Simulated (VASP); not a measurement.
# Ni2H (P-3m1) in VASP: notebook

Ni2H is run at these levels: LDA; tasks: single point, relaxation of shape and atoms at fixed volume.

Everything below comes from runs of VASP 6.6.1. Logs are shortened: lines on timing, memory, paths and dates and some standing lists are left out, and cuts for length are marked.

## 1. The cell of the first run

The structure is trigonal, space group P-3m1 (No. 164). Conventional cell: a = 2.508 Å, b = 2.508 Å, c = 4.144 Å, α = 90.00°, β = 90.00°, γ = 120.00°. Within 2.6 Å of Ni (site symmetry 3m) lie 3 H at 1.80 Å and 12 Ni at 2.46 to 2.59 Å. Within 2.4 Å of H (site symmetry -3m) lie 6 Ni at 1.80 Å.

## 2. Single point, LDA (7.52 Å³/atom)

The input, INCAR:

```
PREC = Accurate
ENCUT = 520
EDIFF = 1E-6
ISMEAR = -1
SIGMA = 0.15
LREAL = F
LASPH = T
NELM = 60
ALGO = Fast
ISIF = 2
LWAVE = F
LCHARG = F
NBANDS = 18
```

The input, KPOINTS:

```
Automatic mesh
0
Gamma
  18 18 10
```

The input, POSCAR:

```
Ni2H
1.0
    2.5076856963      0.0000000000      0.0000000000
   -1.2538428481      2.1717195177      0.0000000000
    0.0000000000      0.0000000000      4.1440101515
Ni H
2 1
Direct
    0.6666666667      0.3333333333      0.7686372903
    0.3333333333      0.6666666667      0.2873627097
    0.0000000000      0.0000000000      0.0280000000
```

Potentials or basis: VASP PAW LDA potentials, release 64 (Ni, H).

Launch:

```
$ cat potpaw_LDA.64/Ni/POTCAR potpaw_LDA.64/H/POTCAR > POTCAR
$ mpirun -np 1 vasp_std > vasp.out
```

OUTCAR:

```text
PREC = Accurate
   ENCUT = 520
   EDIFF = 1E-6
   ISMEAR = -1
   LREAL = F
   LASPH = T
   NELM = 60
   ISIF = 2

 ion  position               nearest neighbor table
   1  0.667  0.333  0.769-   3 1.80   3 1.80   3 1.80   2 2.46   2 2.46   2 2.46   2 2.59   2 2.59
                             2 2.59
   2  0.333  0.667  0.287-   3 1.80   3 1.80   3 1.80   1 2.46   1 2.46   1 2.46   1 2.59   1 2.59
                             1 2.59
   3  0.000  0.000  0.028-   1 1.80   2 1.80   2 1.80   1 1.80   1 1.80   2 1.80

  LATTYP: Found a hexagonal cell.
 ALAT       =     2.5076856963
 C/A-ratio  =     1.6525237424

  Lattice vectors:

 A1 = (   2.5076856963,   0.0000000000,   0.0000000000)
 A2 = (  -1.2538428481,   2.1717195177,   0.0000000000)
 A3 = (   0.0000000000,   0.0000000000,   4.1440101515)

Analysis of symmetry for initial positions (statically):
=====================================================================
 Subroutine PRICEL returns:
 Original cell was already a primitive cell.

 Routine SETGRP: Setting up the symmetry group for a
 hexagonal supercell.

 Subroutine GETGRP returns: Found 12 space group operations
 (whereof  6 operations were pure point group operations)
 out of a pool of 24 trial point group operations.

The static configuration has the point symmetry C_3v.
 The point group associated with its full space group is D_3d.

Analysis of symmetry for dynamics (positions and initial velocities):
=====================================================================
 Subroutine PRICEL returns:
 Original cell was already a primitive cell.

 Routine SETGRP: Setting up the symmetry group for a
 hexagonal supercell.

 Subroutine GETGRP returns: Found 12 space group operations
 (whereof  6 operations were pure point group operations)
 out of a pool of 24 trial point group operations.

The dynamic configuration has the point symmetry C_3v.
 The point group associated with its full space group is D_3d.

 Subroutine INISYM returns: Found 12 space group operations
 (whereof  6 operations are pure point group operations),
 and found     1 'primitive' translations

----------------------------------------------------------------------------------------

                                     Primitive cell

  volume of cell :      22.5682

  direct lattice vectors                    reciprocal lattice vectors
[... 81 lines left out ...]
   ISTART =      0    job   : 0-new  1-cont  2-samecut
   ICHARG =      2    charge: 1-file 2-atom 10-const
   ISPIN  =      1    spin polarized calculation?
   LNONCOLLINEAR =      F non collinear calculations
   LSORBIT =      F    spin-orbit coupling
   LASPH  =      T    aspherical Exc in radial PAW
   ENCUT  =  520.0 eV  38.22 Ry    6.18 a.u.   4.66  4.66  7.71*2*pi/ulx,y,z
   NELM   =     60;   NELMIN=  2; NELMDL= -5     # of ELM steps
   EDIFF  = 0.1E-05   stopping-criterion for ELM
   LREAL  =      F    real-space projection
   EDIFFG = 0.1E-04   stopping-criterion for IOM
   NSW    =      0    number of steps for IOM
   IBRION =     -1    ionic relax: 0-MD 1-quasi-New 2-CG
   NFREE  =      0    steps in history (QN), initial steepest desc. (CG)
   ISIF   =      2    stress and relaxation
   ISYM   =      2    0-nonsym 1-usesym 2-fastsym
   POTIM  = 0.5000    time-step for ionic-motion
   TEBEG  =    0.0;   TEEND  =   0.0 temperature during run
   PSTRESS=    0.0 pullay stress
   NELECT =      21.0000    total number of electrons
   NUPDOWN=      -1.0000    fix difference up-down
   EMIN   =  10.00;   EMAX   =-10.00  energy-range for DOS
   EFERMI =   0.00;   METHOD = LEGACY
   ISMEAR =    -1;   SIGMA  =   0.15  broadening in eV -4-tet -1-fermi 0-gaus
   EFERMI_NEDOS =   21; number of points for ismear=-14 and -15
   IALGO  =     68    algorithm
   IMIX   =      4    mixing-type and parameters
     AMIX     =   0.40;   BMIX     =  1.00
     AMIX_MAG =   1.60;   BMIX_MAG =  1.00
  volume/ion in A,a.u.               =       7.52        50.77
  Fermi-wavevector in a.u.,A,eV,Ry     =   1.598265  3.020282 34.755404  2.554450
  Thomas-Fermi vector in A             =   2.695742
   LORBIT       =      0    0 simple, 1 ext, 2 COOP (PROOUT), +10 PAW based schemes
   GGA     = CA    functional components
   LHFCALC =     F    Hartree Fock is set to
   AEXX    =    0.0000 exact exchange contribution
   IVDW    =     0    specifies the selected vdW correction
   LEPSILON=     F    determine dielectric tensor
   LRPA    =     F    only Hartree local field effects (RPA)
 non-spin polarized calculation
 RMM-DIIS sequential band-by-band and
  energy-cutoff  :      520.00
  volume of cell :       22.57
 maximum number of plane-waves:       622
 NGX is ok and might be reduce to    20
   NGX =  9   NGY =  9   NGZ = 15

 number of electron      20.9999998 magnetization

 Free energy of the ion-electron system (eV)
  ---------------------------------------------------
  ext. energy  EPLUGINS =         0.00000000
  ---------------------------------------------------
  free energy    TOTEN  =       -17.03034125 eV

  energy without entropy =      -16.79685036  energy(sigma->0) =      -16.91359580

 E-fermi :   9.5236     XC(G=0): -13.8155

 val. band max:        9.5170637391   @ k =   0.0000   0.1111   0.2000
 cond. band min:       9.5309673050   @ k =   0.2222   0.0000   0.4000
 fundamental gap:      0.0139035658
 Fermi energy:         9.5235612543

 k-point     1 :       0.0000    0.0000    0.0000
  band No.  band energies     occupation
      1      -2.0727      2.00000
      2       4.6286      2.00000
      3       6.4993      2.00000
      4       7.4434      2.00000
      5       7.4434      2.00000
      6       7.4776      2.00000
[... 481 lines left out ...]
      5       7.1804      2.00000
      6       7.3185      2.00000
[... 10 lines left out ...]
     17      22.9228      0.00000
     18      27.1779      0.00000

 [... further k-points ...]
[... 5 lines left out ...]
  --------------------------------------------------------------------------------------
  -------------------------------------------------------------------------------------
  Total       -0.6482119     -0.6482119     -0.6708035     -0.0000000     -0.0000000      0.0000000
  in kB      -46.0182334    -46.0182334    -47.6220681     -0.0000000     -0.0000000      0.0000000
  external PRESSURE =     -46.5528450 kB  Pullay stress =       0.0000000 kB

 VOLUME and BASIS-vectors are now :
 -----------------------------------------------------------------------------
  energy-cutoff  :      520.00
  volume of cell :       22.57
      direct lattice vectors                 reciprocal lattice vectors
     2.507685696  0.000000000  0.000000000     0.398774057  0.230232309  0.000000000
    -1.253842848  2.171719518  0.000000000     0.000000000  0.460464619  0.000000000
     0.000000000  0.000000000  4.144010151     0.000000000  0.000000000  0.241312150

 POSITION                                       TOTAL-FORCE (eV/Angst)
 -----------------------------------------------------------------------------------
      1.25384      0.72391      3.18524         0.000000     -0.000000     -0.010899
     -0.00000      1.44781      1.19083        -0.000000      0.000000      0.010899
      0.00000      0.00000      0.11603        -0.000000      0.000000     -0.000000
 -----------------------------------------------------------------------------------
    total drift:                                0.000000     -0.000000      0.000101

  FREE ENERGIE OF THE ION-ELECTRON SYSTEM (eV)
  ---------------------------------------------------
  free  energy   TOTEN  =       -17.0303412489 eV

  energy  without entropy=      -16.7968503559  energy(sigma->0) =      -16.91359580
```

OSZICAR:

```text
N       E                     dE             d eps       ncg     rms          rms(c)
DAV:   1     0.900664158686E+02    0.90066E+02   -0.92947E+03 12368   0.160E+03
DAV:   2    -0.155479282568E+02   -0.10561E+03   -0.99375E+02 11928   0.257E+02
DAV:   3    -0.192662020133E+02   -0.37183E+01   -0.36298E+01 13144   0.626E+01
DAV:   4    -0.193092320497E+02   -0.43030E-01   -0.43009E-01 13866   0.598E+00
DAV:   5    -0.193103980730E+02   -0.11660E-02   -0.11660E-02 13266   0.941E-01    0.156E+01
RMM:   6    -0.177741388510E+02    0.15363E+01   -0.10982E+01 13620   0.426E+01    0.923E+00
RMM:   7    -0.170946797079E+02    0.67946E+00   -0.21309E+00 13342   0.201E+01    0.349E+00
RMM:   8    -0.170341550893E+02    0.60525E-01   -0.48684E-02 15189   0.200E+00    0.695E-01
RMM:   9    -0.170302810836E+02    0.38740E-02   -0.12523E-02 15126   0.156E+00    0.165E-01
RMM:  10    -0.170304283174E+02   -0.14723E-03   -0.27091E-03 16567   0.354E-01    0.928E-02
RMM:  11    -0.170303266907E+02    0.10163E-03   -0.50621E-04 14710   0.278E-01    0.254E-02
RMM:  12    -0.170303420925E+02   -0.15402E-04   -0.21599E-04 17256   0.991E-02    0.167E-02
RMM:  13    -0.170303409964E+02    0.10961E-05   -0.17966E-05 15269   0.425E-02    0.592E-03
RMM:  14    -0.170303412489E+02   -0.25246E-06   -0.57471E-06 11057   0.183E-02
   1 F= -.17030341E+02 E0= -.16913596E+02  d E =-.233491E+00
```

stdout:

```text
POSCAR found type information on POSCAR NiH
 POSCAR found :  2 types and       3 ions
 scaLAPACK will be used
 LDA part: xc-table for (Slater(with rela. corr.)+CA(PZ))
 , standard interpolation
 POSCAR, INCAR and KPOINTS ok, starting setup
 FFT: planning ... GRIDC
 FFT: planning ... GRID_SOFT
 FFT: planning ... GRID
 WAVECAR not read
 entering main loop
WARNING in EDDRMM: call to ZHEGV failed, returncode =   6  3     16
WARNING in EDDRMM: call to ZHEGV failed, returncode =   6  3     18
WARNING in EDDRMM: call to ZHEGV failed, returncode =   6  3     17
WARNING in EDDRMM: call to ZHEGV failed, returncode =   8  4     18
WARNING in EDDRMM: call to ZHEGV failed, returncode =   8  4     18
```

It took 3 min on 1 thread of Oxide Virtual Turin-like, shared host; peak memory 0.19 GiB.

What came out:

- Free energy: -17.0303 eV
- Pressure: -4.7 GPa
- Largest force: 0.011 eV/Å
- Band gap on the k mesh: zero (an odd number of electrons rules out a gap without spin polarisation)

Forces on the atoms (eV/Å):
```
Ni   0.000  0.000 -0.011
Ni   0.000  0.000  0.011
H    0.000  0.000  0.000
```

Caveat: the cell stands under tension. Spin polarisation is off, so any magnetic state and its effect on volume and gap are missing.

## 3. Single point, LDA, collinear spin, ferromagnetic start

This run uses another cell than the first one, of 7.35 Å³/atom.

The input, INCAR:

```
SYSTEM = Ni2H
PREC = Accurate
ENCUT = 520
EDIFF = 1E-6
ISMEAR = 0
SIGMA = 0.1
LREAL = .False.
LASPH = .True.
NELM = 150
ALGO = Fast
ISIF = 2
LWAVE = .False.
LCHARG = .True.
ISPIN = 2
MAGMOM = 0.16 0.16 0
LORBIT = 11
LMAXMIX = 4
GGA = CA
LELF = .True.
LVHAR = .True.
NBANDS = 22
```

The input, KPOINTS:

```
regular mesh
0
Gamma
  12 12 6
  0 0 0
```

The input, POSCAR:

```
Ni2H
1.0
    2.4854796239      0.0000000000      0.0000000000
   -1.2427398119      2.1524884949      0.0000000000
    0.0000000000      0.0000000000      4.1228973536
Ni H
2 1
Direct
    0.6666666667      0.3333333333      0.7680537650
    0.3333333333      0.6666666667      0.2879520312
    0.0000000000      0.0000000000      0.0279942038
```

Potentials or basis: VASP PAW LDA potentials, release 64 (Ni, H).

Launch:

```
$ cat potpaw_LDA.64/Ni/POTCAR potpaw_LDA.64/H/POTCAR > POTCAR
$ mpirun -np 1 vasp_std > vasp.out
```

Run time: 1.9 min. Hardware: 1 thread of Oxide Virtual Turin-like, shared host; peak memory 0.15 GiB.

It converged, with:

```
Free energy                                           : -16.9189 eV
Pressure                                              : -0.1 GPa
Largest force                                         : 0.006 eV/Å
Net moment                                            : 0.00 μB per cell
Valence electrons inside the program's atomic spheres : Ni 9.51; H 0.55
```

Forces on the atoms (eV/Å):
```
Ni   0.000  0.000 -0.006
Ni   0.000  0.000  0.005
H    0.000  0.000  0.000
```

Levels at points of the mesh, in eV from the Fermi level:
Spin up:
```csv
k point,band 9,band 10,band 11,band 12,band 13,band 14
"(0.00, 0.00, 0.00)",-1.23,-1.23,-0.32,-0.32,4.96,15.76
"(0.50, 0.00, 0.00)",-0.13,0.00,0.74,2.81,7.78,8.11
"(0.00, 0.00, 0.50)",-0.61,-0.61,-0.56,-0.56,11.30,12.05
"(0.50, 0.00, 0.50)",-0.06,-0.05,0.45,0.69,5.90,5.90
```
Spin down:
| k point | band 9 | band 10 | band 11 | band 12 | band 13 | band 14 |
| --- | --- | --- | --- | --- | --- | --- |
| (0.00, 0.00, 0.00) | -1.23 | -1.23 | -0.32 | -0.32 | 4.96 | 15.76 |
| (0.50, 0.00, 0.00) | -0.12 | 0.00 | 0.74 | 2.81 | 7.78 | 8.11 |
| (0.00, 0.00, 0.50) | -0.61 | -0.61 | -0.56 | -0.56 | 11.30 | 12.05 |
| (0.50, 0.00, 0.50) | -0.06 | -0.05 | 0.45 | 0.69 | 5.90 | 5.90 |

## 4. Relaxation of shape and atoms at fixed volume, LDA (7.23 Å³/atom)

This run uses another cell than the first one, of 7.23 Å³/atom.

The input, INCAR:

```
SYSTEM = Ni2H
PREC = Accurate
ENCUT = 600
EDIFF = 1E-6
ISMEAR = -1
SIGMA = 0.15
LREAL = .FALSE.
LASPH = .TRUE.
NELM = 80
ALGO = Fast
ISIF = 4
LWAVE = .FALSE.
LCHARG = .FALSE.
IBRION = 2
NSW = 80
EDIFFG = -0.001
```

The input, KPOINTS:

```
regular mesh
0
G
  18 18 10
  0 0 0
```

The input, POSCAR:

```
Ni2H
1.0
    2.4741823519      0.0000000000      0.0000000000
   -1.2370911759      2.1427047703      0.0000000000
    0.0000000000      0.0000000000      4.0900584129
Ni H
2 1
Direct
    0.6666666667      0.3333333333      0.7684489038
    0.3333333333      0.6666666667      0.2875510962
    0.0000000000      0.0000000000      0.0280000000
```

Launch:

```
$ cat potpaw_LDA.64/Ni/POTCAR potpaw_LDA.64/H/POTCAR > POTCAR
$ mpirun -np 1 vasp_std > vasp.out
```

It took 3.2 min on 1 thread of Oxide Virtual Turin-like, shared host; peak memory 0.2 GiB.

It converged, with:

```
Free energy               : -17.0290 eV
Energy gained by relaxing : 0.0 meV/atom
Ionic steps               : 4
Pressure after relaxing   : 5.2 GPa
Band gap on the k mesh    : zero (an odd number of electrons rules out a gap without spin polarisation)
```

Final structure:
```yaml
crystal:
  lattice:
    - [2.47442, 0.00000, 0.00000]
    - [-1.23721, 2.14291, 0.00000]
    - [0.00000, 0.00000, 4.08926]
  atoms:
    - { symbol: Ni, position: [0.66667, 0.33333, 0.76813] }
    - { symbol: Ni, position: [0.33333, 0.66667, 0.28787] }
    - { symbol: H, position: [0.00000, 0.00000, 0.02800] }
```

Levels at points of the mesh, in eV from the Fermi level:
```csv
k point,band 8,band 9,band 10,band 11,band 12,band 13,band 14
"(0.00, 0.00, 0.00)",-1.89,-1.40,-1.40,-0.46,-0.46,4.99,15.76
"(0.50, 0.00, 0.00)",-0.26,-0.25,-0.13,0.63,2.73,7.78,8.11
"(0.00, 0.00, 0.50)",-2.18,-0.76,-0.76,-0.70,-0.70,11.38,12.18
"(0.50, 0.00, 0.50)",-0.93,-0.19,-0.18,0.33,0.56,5.88,5.88
```

Spin polarisation is off, so any magnetic state and its effect on volume and gap are missing.

## 5. Overview

| task | spin | cell | k mesh | cutoff (eV) | smearing | gap on the mesh (eV) | pressure (GPa) | largest force (eV/Å) |
| --- | --- | --- | --- | --- | --- | --- | --- | --- |
| single point | off | a = 2.508, b = 2.508, c = 4.144 Å, angles 90.0, 90.0, 120.0°, 3 atoms, atomic positions A | 18 × 18 × 10 | 520 | fermi-dirac 0.15 eV | none | -4.7 | 0.01 |
| single point | collinear, ferromagnetic start | a = 2.485, b = 2.485, c = 4.123 Å, angles 90.0, 90.0, 120.0°, 3 atoms, atomic positions B | 12 × 12 × 6 | 520 | gaussian 0.1 eV | none | -0.1 | 0.01 |
| relaxation of shape and atoms at fixed volume | off | relaxed from a = 2.474, b = 2.474, c = 4.090 Å, angles 90.0, 90.0, 120.0°, 3 atoms, atomic positions C | 18 × 18 × 10 | 600 | fermi-dirac 0.15 eV | none | 5.2 | - |

Alike in all rows: level LDA; potentials or basis VASP PAW LDA potentials, release 64 (Ni, H).

Caveats: the cell stands under tension (at least some runs).

Absolute energies hang on the potentials; compare differences alone.
